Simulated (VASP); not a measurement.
Here is a VASP 6.6.1 calculation.

File INCAR:

```
PREC = Accurate
ENCUT = 520
EDIFF = 1E-6
ISMEAR = 0
SIGMA = 0.01
LREAL = False
LASPH = True
NELM = 150
ALGO = Normal
ISIF = 2
LWAVE = False
LCHARG = False
ISPIN = 2
MAGMOM = 0 0 0 0 0.333 0.333 0.333 0 0.333 0.333 0.333
LORBIT = 11
LMAXMIX = 4
GGA = PE
NBANDS = 60
```

File KPOINTS:

```
regular mesh
0
Gamma
  3 3 3
```

POSCAR

```
W3S8
1.0
    3.1877473365     -5.5213403485      0.0000000000
    6.3754946730      0.0000000000      0.0000000000
    3.1877473365     -1.8404467828      7.4744489262
W S
3 8
Direct
    0.9919617566      1.0140330223      0.0020434646
    0.5140330223      0.4919617566      0.0020434646
    0.9919617566      0.4919617566      0.0020434646
    0.0982338929      0.5982338929      0.2052983212
    0.5985293198      0.5908667348      0.2120746256
    0.0908667348      0.0985293198      0.2120746256
    0.5985293198      0.0985293198      0.2120746256
    0.2337381718      0.7337381718      0.7987854847
    0.7385744812      0.7308745122      0.7919765253
    0.2308745122      0.2385744812      0.7919765253
    0.7385744812      0.2385744812      0.7919765253
```

Potentials or basis: VASP PAW PBE potentials, release 64 (W_sv, S).

Launch:

```bash
$ cat potpaw_PBE.64/W_sv/POTCAR potpaw_PBE.64/S/POTCAR > POTCAR
$ mpirun -np 1 vasp_std > vasp.out
```

**Question.** Predict the site moments.

**Answer.** W +0.09; S -0.00, -0.08 (each value once) μB.

**Question.** Estimate the largest force.

**Answer.** 0.045 eV/Å.

**Question.** Predict the pressure.

**Answer.** 0.7 GPa.

**Question.** Predict the net moment.

**Answer.** -0.32 μB per cell.

Forces in eV/Å, atoms in the order of the input:
```
W    0.039  0.022  0.004
W    0.000 -0.045  0.004
W   -0.039  0.022  0.004
S    0.000  0.000  0.001
S    0.000  0.000 -0.006
S    0.000  0.000 -0.006
S    0.000  0.000 -0.006
S    0.000  0.000 -0.004
S    0.002  0.001  0.003
S    0.000 -0.003  0.003
S   -0.002  0.001  0.003
```

Caveat: the k points lie up to 0.39 Å⁻¹ apart; the cell differs from its parent crystal (atoms taken out, then relaxed in part).
